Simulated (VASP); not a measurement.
## Nb5N: single point with PBE

Crystal: Nb5N.

```xyz
6
Lattice="-1.6242 1.6242 9.0892 1.6242 -1.6242 9.0892 1.6242 1.6242 -9.0892" Properties=species:S:1:pos:R:3 pbc="T T T"
Nb    0.0000    0.0000   16.1165
Nb    0.0000    0.0000    2.0619
Nb    0.0000    0.0000    9.0892
Nb    0.0000    0.0000    5.3777
Nb    0.0000    0.0000   12.8006
N     0.0000    0.0000    0.0000
```

```yaml
Program: VASP 6.6.1
Task: single point
Functional: PBE
Potentials_or_basis: VASP PAW PBE potentials, release 64 (Nb_sv, N)
Cutoff: 520 eV
k_mesh: 7 × 7 × 7
Occupations: gaussian, width 0.2 eV
Spin: no spin polarisation
```

```json
{"Pressure": "-0.3 GPa", "Largest force": "0.059 eV/Å", "Band gap on the k mesh": "zero (bands 35 and 36 overlap by 1.17 eV)"}
```

Forces on the atoms (eV/Å):
```
Nb   0.000  0.000  0.042
Nb   0.000  0.000 -0.042
Nb   0.000  0.000  0.000
Nb   0.000  0.000 -0.059
Nb   0.000  0.000  0.059
N    0.000  0.000  0.000
```

Stress tensor (GPa, compression positive):
```
-0.48  0.00  0.00
 0.00 -0.48  0.00
 0.00  0.00  0.08
```

Levels at points of the mesh, in eV from the Fermi level:
| k point | band 32 | band 33 | band 34 | band 35 | band 36 | band 37 | band 38 | band 39 |
| --- | --- | --- | --- | --- | --- | --- | --- | --- |
| (0.00, 0.00, 0.00) | -0.42 | -0.42 | -0.35 | 0.45 | 0.50 | 0.50 | 1.15 | 1.15 |

Wall time 12 min on 1 thread of Intel(R) Xeon(R) 6975P-C (Granite Rapids) (shared host), peak memory 0.7 GiB.
